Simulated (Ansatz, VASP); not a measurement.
**BN in VASP and in Ansatz**

```
B N
1.0
     2.56597    0.00000    0.00000
    -1.28298    2.22219    0.00000
     0.00000    0.00000    4.19775
B N
2 2
Direct
  0.33333 0.66667 0.99963
  0.66667 0.33333 0.49963
  0.33333 0.66667 0.37437
  0.66667 0.33333 0.87437
```

Change from the starting cell: strained cell.

Alike in both runs: task relaxation of the atoms; functional PBEsol; k mesh 9 × 9 × 6; occupations gaussian, width 0.02 eV; no spin polarisation.

|  | VASP | Ansatz |
| --- | --- | --- |
| version | VASP 6.6.1 | Ansatz 0.2.0 |
| potentials or method | VASP PAW PBE potentials, release 64 (B, N), cutoff 520 eV | scalar-relativistic, plane waves, PAW |
| valence electrons in the cell | 16 | 16 |

VASP gave:

- gap on the k mesh at the Fermi level, each at its own relaxed structure (eV): 5.03

Problem. Estimate Ansatz's values.

Solution. gap on the k mesh at the Fermi level, each at its own relaxed structure (eV): 5.04.

VASP's potentials were made for PBE, not for PBEsol, and Ansatz warns of the same on its side. Ansatz's warnings: stress scf threshold loose.

Noted on VASP's run: the relaxation stopped at its first step, so nothing moved.
